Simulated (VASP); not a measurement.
Write the native input for VASP 6.6.1 that does the following.

```
Task                   : electric field gradients
Functional             : PBEsol
Potentials or basis    : VASP PAW PBE potentials, release 64 (B, N)
Cutoff                 : 520 eV
k mesh                 : 11 × 11 × 4
Occupations            : fermi-dirac, width 0.02 eV
Spin                   : no spin polarisation
Dipole correction      : no
Further INCAR settings : ALGO = Normal; EDIFF = 1e-08; NBANDS = 16
```

The structure of BN lies in POSCAR:

```
BN
1.0
    2.5369427423      0.0000000000      0.0000000000
   -1.2684713712      2.1970568628      0.0000000000
    0.0000000000      0.0000000000      6.7488574207
B N
2 2
Direct
    0.3333333333      0.6666666667      0.2500000000
    0.6666666667      0.3333333333      0.7500000000
    0.3333333333      0.6666666667      0.7500000000
    0.6666666667      0.3333333333      0.2500000000
```

This cell differs from its parent crystal: volume scaled by 1.04.

These files were run (other wordings do the same):

INCAR

```
SYSTEM = BN
PREC = Accurate
ENCUT = 520
EDIFF = 1E-8
ISMEAR = -1
SIGMA = 0.02
LREAL = .FALSE.
LASPH = .TRUE.
NELM = 100
ALGO = Normal
ISIF = 2
LWAVE = .FALSE.
LCHARG = .FALSE.
GGA = PS
LEFG = .TRUE.
NBANDS = 16
```

KPOINTS

```
regular mesh
0
G
  11 11 4
  0 0 0
```

Potentials or basis: VASP PAW PBE potentials, release 64 (B, N).

Run with:

```console
$ cat potpaw_PBE.64/B/POTCAR potpaw_PBE.64/N/POTCAR > POTCAR
$ mpirun -np 1 vasp_std > vasp.out
```

Results of the run:

The pressure is -8.2 GPa and the band gap on the k mesh is 4.18 eV, indirect (least direct gap 4.51 eV).

Caveat: without QUAD_EFG the Cq values of the log hold for a quadrupole moment of 1 mb, not for the nuclei; the PAW data sets were made with another functional, which shifts forces and pressure a little; this functional lacks dispersion, which binds the layers, so the pressure and a relaxed spacing across them are unreliable.

It took 29 s on 1 thread of Intel(R) Xeon(R) Platinum 8259CL CPU @ 2.50GHz (Skylake/Cascade Lake) (shared host), peak memory 0.16 GiB.
